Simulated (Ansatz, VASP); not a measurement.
# One calculation of CaPtC4N4, two programs

Contents of INCAR:

```
SYSTEM = CaPtC4N4
PREC = Accurate ; ENCUT = 600
EDIFF = 1E-6 ; ISMEAR = 0
SIGMA = 0.1 ; LREAL = .FALSE.
LASPH = .TRUE. ; NELM = 100
ALGO = Normal ; ISIF = 3
LWAVE = .FALSE. ; LCHARG = .FALSE.
GGA = PE ; IBRION = 2
NSW = 90 ; EDIFFG = -0.04
```

KPOINTS

```
Automatic mesh
0
G
  4 4 4
  0 0 0
```

The input POSCAR:

```
CaPtC4N4
1.0
    3.4125793900     -3.7359986800      0.0000000000
    3.4125793900      3.7359986800      0.0000000000
    0.0000000000      0.0000000000      7.4719973600
Ca Pt C N
1 1 4 4
Direct
    0.0000000000      0.0000000000      0.0000000000
    0.5000000000      0.5000000000      0.5000000000
    0.1992997100      0.8007002900      0.8007002900
    0.8007002900      0.1992997100      0.1992997100
    0.1992997100      0.8007002900      0.1992997100
    0.8007002900      0.1992997100      0.8007002900
    0.3100217700      0.6899782300      0.6899782300
    0.6899782300      0.3100217700      0.3100217700
    0.3100217700      0.6899782300      0.3100217700
    0.6899782300      0.3100217700      0.6899782300
```

Input for Ansatz:

```yaml
crystal:
  lattice:
    - [3.41257939, -3.73599868, 0.0]
    - [3.41257939, 3.73599868, 0.0]
    - [0.0, 0.0, 7.47199736]
  atoms:
    - { symbol: Ca, position: [0.0, 0.0, 0.0] }
    - { symbol: Pt, position: [0.5, 0.5, 0.5] }
    - { symbol: C, position: [0.19929971, 0.80070029, 0.80070029] }
    - { symbol: C, position: [0.80070029, 0.19929971, 0.19929971] }
    - { symbol: C, position: [0.19929971, 0.80070029, 0.19929971] }
    - { symbol: C, position: [0.80070029, 0.19929971, 0.80070029] }
    - { symbol: "N", position: [0.31002177, 0.68997823, 0.68997823] }
    - { symbol: "N", position: [0.68997823, 0.31002177, 0.31002177] }
    - { symbol: "N", position: [0.31002177, 0.68997823, 0.31002177] }
    - { symbol: "N", position: [0.68997823, 0.31002177, 0.68997823] }
basis:
  ecutwfc: 420
kpoints:
  mp_grid: { grid: [4, 4, 4] }
hamiltonian:
  xc: pbe
scf:
  occupations: { method: gaussian, width: 0.1 }
  lower_state_search: "off"
output:
  forces: true
  stress: true
  eigenvalues: true
relax:
  adjacent_minimum: "off"
  f_tol: 0.04
  max_steps: 70
  cell: { stress_tol: 0.4 }
```

Alike in both runs: task relaxation of cell and atoms; functional PBE; k mesh 4 × 4 × 4; occupations gaussian, width 0.1 eV; no spin polarisation.

```csv
,VASP,Ansatz
version,VASP 6.6.1,Ansatz 0.2.0
potentials or method,"VASP PAW PBE potentials, release 64 (Ca_sv, Pt, C, N), cutoff 600 eV","scalar-relativistic, plane waves, PAW"
valence electrons in the cell,56,64
```

VASP gave:

| Property | Result |
| --- | --- |
| gap on the k mesh at the Fermi level, each at its own relaxed structure (eV) | 3.75 |
| relaxed volume (Å³/atom) | 23.74 |
| relaxed cell length with the largest relative difference (Å) | 5.523 |

Q: Which values does Ansatz return?

A: gap on the k mesh at the Fermi level, each at its own relaxed structure (eV): 3.76; relaxed volume (Å³/atom): 23.50; relaxed cell length with the largest relative difference (Å): 5.487.

VASP's potentials hold 56 valence electrons a cell and Ansatz's 64, so a difference there can come from the potentials and not from the codes.

Neither program's run includes spin-orbit coupling. Noted on VASP's run: the standard files for N, O and F lose accuracy on very short bonds; the volume moved by over 15 % at a fixed basis, so the end points are rough.
